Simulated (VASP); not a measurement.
A run of VASP 6.6.1:

File INCAR:

```
SYSTEM = AlIn2Sb2As
  PREC = Accurate
  ENCUT = 520
  EDIFF = 1E-6
  ISMEAR = 0
  SIGMA = 0.1
  LREAL = .FALSE.
  LASPH = .TRUE.
  NELM = 60
  ALGO = Normal
  ISIF = 2
  LWAVE = .FALSE.
  LCHARG = .FALSE.
  GGA = PE
  NBANDS = 31
```

KPOINTS

```
Automatic mesh
0
G
  4 4 4
  0 0 0
```

Contents of POSCAR:

```
AlIn2Sb2As
1.0
    5.7048996559      0.0000000000      0.0000000000
    0.0000000000      5.7048996559      0.0000000000
    0.0000000000      0.0000000000      5.5173362649
Al In Sb As
1 2 2 1
Direct
    0.5000000000      0.5000000000      0.0000000000
    0.0000000000      0.5000000000      0.0000000000
    0.5000000000      0.0000000000      0.0000000000
    0.0000000000      0.0000000000      0.2556997075
    0.0000000000      0.0000000000      0.7443002925
    0.5000000000      0.5000000000      0.5000000000
```

Potentials or basis: VASP PAW PBE potentials, release 64 (Al, In_d, Sb, As).

Launch:

```console
$ cat potpaw_PBE.64/Al/POTCAR potpaw_PBE.64/In_d/POTCAR potpaw_PBE.64/Sb/POTCAR potpaw_PBE.64/As/POTCAR > POTCAR
$ mpirun -np 1 vasp_std > vasp.out
```

Hardware: 1 thread of Intel(R) Xeon(R) 6975P-C (Granite Rapids), with other jobs on the host.

Q: How long does it take, and how much memory?

A: Wall time 51 s on 1 thread of Intel(R) Xeon(R) 6975P-C (Granite Rapids) (shared host), peak memory 0.32 GiB. Counts: scf iterations 14, k points 18.
